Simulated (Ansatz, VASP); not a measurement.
**Au: VASP beside Ansatz**

File INCAR:

```
  PREC = Accurate
  ENCUT = 500
  EDIFF = 1E-7
  ISMEAR = 0
  SIGMA = 0.1
  LREAL = F
  LASPH = T
  NELM = 120
  ALGO = Normal
  ISIF = 3
  LWAVE = F
  LCHARG = F
  GGA = PE
  IBRION = 2
  NSW = 50
  EDIFFG = -0.003
  GGA_COMPAT = F
  NELMIN = 4
```

Contents of KPOINTS:

```
regular mesh
0
Gamma
  18 18 18
```

POSCAR

```
Au
1.0
    0.0000000000      2.0872721172      2.0872721172
    2.0872721172      0.0000000000      2.0872721172
    2.0872721172      2.0872721172      0.0000000000
Au
1
Direct
    0.0000000000      0.0000000000      0.0000000000
```

Input for Ansatz:

```yaml
crystal:
  lattice:
    - [0.0, 2.0872721172, 2.0872721172]
    - [2.0872721172, 0.0, 2.0872721172]
    - [2.0872721172, 2.0872721172, 0.0]
  atoms:
    - { symbol: Au, position: [0.0, 0.0, 0.0] }
basis: {}
kpoints:
  mp_grid: { grid: [18, 18, 18] }
hamiltonian:
  xc: pbe
  pseudopotentials: { kind: all_electron, lapw: {} }
scf:
  occupations: { method: gaussian, width: 0.1 }
output:
  forces: true
  stress: true
  eigenvalues: true
relax:
  adjacent_minimum: "off"
  f_tol: 0.003
  max_steps: 30
  cell: { stress_tol: 0.03 }
```

Alike in both runs: task relaxation of cell and atoms; functional PBE; k mesh 18 × 18 × 18; occupations gaussian, width 0.1 eV; no spin polarisation.

|  | VASP | Ansatz |
| --- | --- | --- |
| version | VASP 6.6.1 | Ansatz 0.2.0 |
| potentials or method | VASP PAW PBE potentials, release 64 (Au), cutoff 500 eV | scalar-relativistic, all-electron LAPW |

Ansatz gave:

```
gap on the k mesh at the Fermi level, each at its own relaxed structure (eV)  : none
relaxed volume (Å³/atom)                                                      : 17.97
relaxed length of the cell vector where the two differ most in proportion (Å) : 2.940
```

Task: Which values does VASP return?

Result: gap on the k mesh at the Fermi level, each at its own relaxed structure (eV): none; relaxed volume (Å³/atom): 17.94; relaxed length of the cell vector where the two differ most in proportion (Å): 2.938.

A gap of «none» marks a metal or a gap that the smearing closes. Ansatz ran all-electron here, and VASP with PAW potentials.

Neither program's run includes spin-orbit coupling.
